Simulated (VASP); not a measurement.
# Ge (Cmcm) in VASP: single point with PBE

Aim: the single point of Ge with PBE.

Everything below comes from runs of VASP 6.6.1. Logs are shortened: lines on timing, memory, paths and dates and some standing lists are left out, and cuts for length are marked.

**1. The cell of the first run**

It takes space group Cmcm (No. 63, orthorhombic). Conventional cell: a = 6.046 Å, b = 12.604 Å, c = 4.064 Å, α = 90.00°, β = 90.00°, γ = 90.00°. Within 3.3 Å of Ge (site symmetry m) lie 4 Ge at 2.50 to 2.51 Å. Within 3.3 Å of Ge (site symmetry m2m) lie 4 Ge at 2.47 to 2.50 Å.

**2. Single point, PBE**

File INCAR:

```
SYSTEM = Ge
ALGO = Normal
EDIFF = 1E-6
ENCUT = 520
GGA = PE
ISIF = 2
ISMEAR = 0
LASPH = .True.
LCHARG = .False.
LREAL = .False.
LWAVE = .False.
NBANDS = 51
NELM = 80
PREC = Accurate
SIGMA = 0.1
```

File KPOINTS:

```
k-points
0
Gamma
  8 8 10
  0 0 0
```

File POSCAR:

```
Ge
1.0
    3.0228118000     -6.3021435000      0.0000000000
    3.0228118000      6.3021435000      0.0000000000
    0.0000000000      0.0000000000      4.0643547000
Ge
6
Direct
    0.0112280000      0.4018930000      0.2500000000
    0.4018930000      0.0112280000      0.7500000000
    0.5981070000      0.9887720000      0.2500000000
    0.9887720000      0.5981070000      0.7500000000
    0.4443940000      0.5556060000      0.2500000000
    0.5556060000      0.4443940000      0.7500000000
```

Potentials or basis: VASP PAW PBE potentials, release 64 (Ge_d).

On the command line:

```sh
$ cat potpaw_PBE.64/Ge_d/POTCAR > POTCAR
$ mpirun -np 1 vasp_std > vasp.out
```

OUTCAR:

```text
SYSTEM = Ge
   EDIFF = 1E-6
   ENCUT = 520
   GGA = PE
   ISIF = 2
   ISMEAR = 0
   LASPH = .True.
   LREAL = .False.
   NELM = 80
   PREC = Accurate

 ion  position               nearest neighbor table
   1  0.011  0.402  0.250-   3 2.50   5 2.50   4 2.51   4 2.51
   2  0.402  0.011  0.750-   4 2.50   6 2.50   3 2.51   3 2.51
   3  0.598  0.989  0.250-   1 2.50   5 2.50   2 2.51   2 2.51
   4  0.989  0.598  0.750-   2 2.50   6 2.50   1 2.51   1 2.51
   5  0.444  0.556  0.250-   6 2.47   6 2.47   1 2.50   3 2.50
   6  0.556  0.444  0.750-   5 2.47   5 2.47   2 2.50   4 2.50

  LATTYP: Found a base centered orthorhombic cell.
 ALAT       =     6.0456236000
 B/A-ratio  =     2.0848613533
 C/A-ratio  =     0.6722804741

  Lattice vectors:

 A1 = (   3.0228118000,  -6.3021435000,   0.0000000000)
 A2 = (   3.0228118000,   6.3021435000,   0.0000000000)
 A3 = (   0.0000000000,   0.0000000000,   4.0643547000)

Analysis of symmetry for initial positions (statically):
=====================================================================
 Subroutine PRICEL returns:
 Original cell was already a primitive cell.

 Routine SETGRP: Setting up the symmetry group for a
 base centered orthorhombic supercell.

 Subroutine GETGRP returns: Found  8 space group operations
 (whereof  4 operations were pure point group operations)
 out of a pool of  8 trial point group operations.

The static configuration has the point symmetry C_2h.
 The point group associated with its full space group is D_2h.

Analysis of symmetry for dynamics (positions and initial velocities):
=====================================================================
 Subroutine PRICEL returns:
 Original cell was already a primitive cell.

 Routine SETGRP: Setting up the symmetry group for a
 base centered orthorhombic supercell.

 Subroutine GETGRP returns: Found  8 space group operations
 (whereof  4 operations were pure point group operations)
 out of a pool of  8 trial point group operations.

The dynamic configuration has the point symmetry C_2h.
 The point group associated with its full space group is D_2h.

 Subroutine INISYM returns: Found  8 space group operations
 (whereof  4 operations are pure point group operations),
 and found     1 'primitive' translations

----------------------------------------------------------------------------------------

                                     Primitive cell

  volume of cell :     154.8535

  direct lattice vectors                    reciprocal lattice vectors
     3.022811800 -6.302143500  0.000000000     0.165408908 -0.079338086  0.000000000
     3.022811800  6.302143500  0.000000000     0.165408908  0.079338086  0.000000000
     0.000000000  0.000000000  4.064354700     0.000000000  0.000000000  0.246041518

  length of vectors
     6.989592540  6.989592540  4.064354700     0.183452007  0.183452007  0.246041518

  position of ions in fractional coordinates (direct lattice)
     0.011228000  0.401893000  0.250000000
     0.401893000  0.011228000  0.750000000
     0.598107000  0.988772000  0.250000000
     0.988772000  0.598107000  0.750000000
     0.444394000  0.555606000  0.250000000
     0.555606000  0.444394000  0.750000000

  ion indices of the primitive-cell ions
   primitive index   ion index
                 1           1
                 2           2
                 3           3
                 4           4
                 5           5
                 6           6

----------------------------------------------------------------------------------------

 KPOINTS: k-points

Automatic generation of k-mesh.
 Grid dimensions read from file:
 generate k-points for:    8    8   10

 Generating k-lattice:

  Cartesian coordinates                     Fractional coordinates (reciprocal lattice)
     0.020676114 -0.009917261  0.000000000     0.125000000  0.000000000  0.000000000
     0.020676114  0.009917261  0.000000000     0.000000000  0.125000000  0.000000000
     0.000000000  0.000000000  0.024604152     0.000000000  0.000000000  0.100000000

  Length of vectors
     0.022931501  0.022931501  0.024604152

  Shift w.r.t. Gamma in fractional coordinates (k-lattice)
     0.000000000  0.000000000  0.000000000

 Subroutine IBZKPT returns following result:
 ===========================================

 Found    126 irreducible k-points:

 Following reciprocal coordinates:
            Coordinates               Weight
  0.000000  0.000000  0.000000      1.000000
  0.125000  0.000000  0.000000      4.000000
  0.250000  0.000000  0.000000      4.000000
  0.375000 -0.000000  0.000000      4.000000
  0.500000  0.000000  0.000000      2.000000
  0.125000  0.125000  0.000000      2.000000
[... 16 lines left out ...]
  0.125000  0.000000  0.100000      8.000000
  0.250000  0.000000  0.100000      8.000000
 [... further k-points ...]
   k-points           NKPTS =    126   k-points in BZ     NKDIM =    126   number of bands    NBANDS=     51
   number of dos      NEDOS =    301   number of ions     NIONS =      6
   total plane-waves  NPLWV =  87480
   dimension x,y,z NGX =    54 NGY =   54 NGZ =   30
   dimension x,y,z NGXF=   108 NGYF=  108 NGZF=   60
   ions per type =               6
   NGX,Y,Z   is equivalent  to a cutoff of  12.84, 12.84, 12.27 a.u.
   NGXF,Y,Z  is equivalent  to a cutoff of  25.69, 25.69, 24.54 a.u.
 SYSTEM =  Ge
   PREC   = accura    normal or accurate (medium, high low for compatibility)
   ISTART =      0    job   : 0-new  1-cont  2-samecut
   ICHARG =      2    charge: 1-file 2-atom 10-const
   ISPIN  =      1    spin polarized calculation?
   LNONCOLLINEAR =      F non collinear calculations
   LSORBIT =      F    spin-orbit coupling
   LASPH  =      T    aspherical Exc in radial PAW
   ENCUT  =  520.0 eV  38.22 Ry    6.18 a.u.  13.00 13.00  7.56*2*pi/ulx,y,z
   NELM   =     80;   NELMIN=  2; NELMDL= -5     # of ELM steps
   EDIFF  = 0.1E-05   stopping-criterion for ELM
   LREAL  =      F    real-space projection
   EDIFFG = 0.1E-04   stopping-criterion for IOM
   NSW    =      0    number of steps for IOM
   IBRION =     -1    ionic relax: 0-MD 1-quasi-New 2-CG
   NFREE  =      0    steps in history (QN), initial steepest desc. (CG)
   ISIF   =      2    stress and relaxation
   ISYM   =      2    0-nonsym 1-usesym 2-fastsym
   POTIM  = 0.5000    time-step for ionic-motion
   TEBEG  =    0.0;   TEEND  =   0.0 temperature during run
   PSTRESS=    0.0 pullay stress
   NELECT =      84.0000    total number of electrons
   NUPDOWN=      -1.0000    fix difference up-down
   EMIN   =  10.00;   EMAX   =-10.00  energy-range for DOS
   EFERMI =   0.00;   METHOD = LEGACY
   ISMEAR =     0;   SIGMA  =   0.10  broadening in eV -4-tet -1-fermi 0-gaus
   EFERMI_NEDOS =   21; number of points for ismear=-14 and -15
   IALGO  =     38    algorithm
   IMIX   =      4    mixing-type and parameters
     AMIX     =   0.40;   BMIX     =  1.00
     AMIX_MAG =   1.60;   BMIX_MAG =  1.00
  volume/ion in A,a.u.               =      25.81       174.17
  Fermi-wavevector in a.u.,A,eV,Ry     =   1.335142  2.523053 24.253817  1.782605
  Thomas-Fermi vector in A             =   2.463869
   LORBIT       =      0    0 simple, 1 ext, 2 COOP (PROOUT), +10 PAW based schemes
   GGA     = PE    functional components
   LHFCALC =     F    Hartree Fock is set to
   AEXX    =    0.0000 exact exchange contribution
   IVDW    =     0    specifies the selected vdW correction
   LEPSILON=     F    determine dielectric tensor
   LRPA    =     F    only Hartree local field effects (RPA)
 non-spin polarized calculation
 Gauss-broadening in eV      SIGMA  =   0.10
  energy-cutoff  :      520.00
  volume of cell :      154.85
 maximum number of plane-waves:      4212
 NGX is ok and might be reduce to    54
   NGX = 25   NGY = 25   NGZ = 15

 number of electron      83.9999961 magnetization

 Free energy of the ion-electron system (eV)
  ---------------------------------------------------
  ext. energy  EPLUGINS =         0.00000000
  ---------------------------------------------------
  free energy    TOTEN  =       -26.58209129 eV

  energy without entropy =      -26.58172568  energy(sigma->0) =      -26.58190848

 E-fermi :   3.6893     XC(G=0):  -9.1390

 val. band max:        3.6653752650   @ k =   0.0000   0.0000   0.0000
 cond. band min:       3.8850265146   @ k =   0.2500   0.0000   0.0000
 fundamental gap:      0.2196512497
 Fermi energy:         3.6892652901

 k-point     1 :       0.0000    0.0000    0.0000
  band No.  band energies     occupation
      1     -21.0703      2.00000
      2     -21.0142      2.00000
      3     -21.0050      2.00000
      4     -21.0038      2.00000
      5     -20.9822      2.00000
      6     -20.9722      2.00000
[... 43 lines left out ...]
     50       8.4264      0.00000
     51       8.5822      0.00000

 k-point     2 :       0.1250    0.0000    0.0000
  band No.  band energies     occupation
      1     -21.0704      2.00000
      2     -21.0147      2.00000
      3     -21.0078      2.00000
      4     -21.0044      2.00000
      5     -20.9840      2.00000
      6     -20.9724      2.00000
[... 43 lines left out ...]
     50       8.4786      0.00000
     51       8.7966      0.00000

 k-point     3 :       0.2500    0.0000    0.0000
  band No.  band energies     occupation
      1     -21.0705      2.00000
      2     -21.0179      2.00000
      3     -21.0119      2.00000
      4     -21.0031      2.00000
      5     -20.9885      2.00000
      6     -20.9729      2.00000
[... 43 lines left out ...]
     50       8.8372      0.00000
     51       9.0318      0.00000
[... 1027 lines left out ...]
 k-point    23 :       0.1250    0.0000    0.1000
  band No.  band energies     occupation
      1     -21.0736      2.00000
      2     -21.0166      2.00000
      3     -21.0084      2.00000
      4     -20.9981      2.00000
      5     -20.9909      2.00000
      6     -20.9633      2.00000
[... 43 lines left out ...]
     50       8.2442      0.00000
     51       9.0373      0.00000

 k-point    24 :       0.2500    0.0000    0.1000
  band No.  band energies     occupation
      1     -21.0736      2.00000
      2     -21.0187      2.00000
      3     -21.0132      2.00000
      4     -20.9990      2.00000
      5     -20.9915      2.00000
      6     -20.9655      2.00000
[... 43 lines left out ...]
     50       8.4237      0.00000
     51       8.8146      0.00000

 [... further k-points ...]

------------------------ aborting loop because EDIFF is reached ----------------------------------------

  FORCE on cell =-STRESS in cart. coord.  units (eV):
  Direction    XX          YY          ZZ          XY          YZ          ZX
  --------------------------------------------------------------------------------------
  -------------------------------------------------------------------------------------
  Total       -0.0274590     -0.0104369     -0.0197626      0.0000000     -0.0000000      0.0000000
  in kB       -0.2841018     -0.1079840     -0.2044719      0.0000000     -0.0000000      0.0000000
  external PRESSURE =      -0.1988526 kB  Pullay stress =       0.0000000 kB

 VOLUME and BASIS-vectors are now :
 -----------------------------------------------------------------------------
  energy-cutoff  :      520.00
  volume of cell :      154.85
      direct lattice vectors                 reciprocal lattice vectors
     3.022811800 -6.302143500  0.000000000     0.165408908 -0.079338086  0.000000000
     3.022811800  6.302143500  0.000000000     0.165408908  0.079338086  0.000000000
     0.000000000  0.000000000  4.064354700     0.000000000  0.000000000  0.246041518

 POSITION                                       TOTAL-FORCE (eV/Angst)
 -----------------------------------------------------------------------------------
      1.24879      2.46203      1.01609        -0.000129     -0.001552      0.000000
      1.24879     -2.46203      3.04827        -0.000129      0.001552      0.000000
      4.79684      2.46203      1.01609         0.000129     -0.001552      0.000000
      4.79684     -2.46203      3.04827         0.000129      0.001552      0.000000
      3.02281      0.70087      1.01609         0.000000     -0.006323     -0.000000
      3.02281     -0.70087      3.04827         0.000000      0.006323      0.000000
 -----------------------------------------------------------------------------------
    total drift:                               -0.000000     -0.000000     -0.000000

  FREE ENERGIE OF THE ION-ELECTRON SYSTEM (eV)
  ---------------------------------------------------
  free  energy   TOTEN  =       -26.5820912941 eV

  energy  without entropy=      -26.5817256755  energy(sigma->0) =      -26.58190848
```

It took 25 min on 1 thread of Intel Xeon 8259CL, shared host; peak memory 0.74 GiB.

What came out:

```
Free energy            : -26.5821 eV
Pressure               : 0.0 GPa
Largest force          : 0.006 eV/Å
Band gap on the k mesh : 0.05 eV
```

Forces on the atoms (eV/Å):
```
Ge   0.000 -0.002  0.000
Ge   0.000  0.002  0.000
Ge   0.000 -0.002  0.000
Ge   0.000  0.002  0.000
Ge   0.000 -0.006  0.000
Ge   0.000  0.006  0.000
```

Levels at points of the mesh, in eV from the valence-band top:
```tsv
k point	band 40	band 41	band 42	band 43	band 44	band 45
(0.00, 0.00, 0.00)	-0.62	-0.02	0.00	0.05	0.63	0.76
(0.50, 0.00, 0.00)	-1.37	-0.65	-0.56	0.82	1.41	1.95
(0.50, 0.50, 0.00)	-1.60	-1.26	-0.05	0.44	1.91	2.94
(0.00, 0.00, 0.50)	-3.26	-1.96	-1.96	2.33	2.33	3.93
(0.50, 0.00, 0.50)	-2.03	-1.19	-1.19	0.51	0.51	2.19
(0.50, 0.50, 0.50)	-2.12	-1.51	-1.51	0.83	0.83	2.10
```

Caveat: the smearing spreads over this small gap. A k mesh can miss the band edges.

The gap in the log of VASP goes by the Fermi energy; the results here count the filled bands.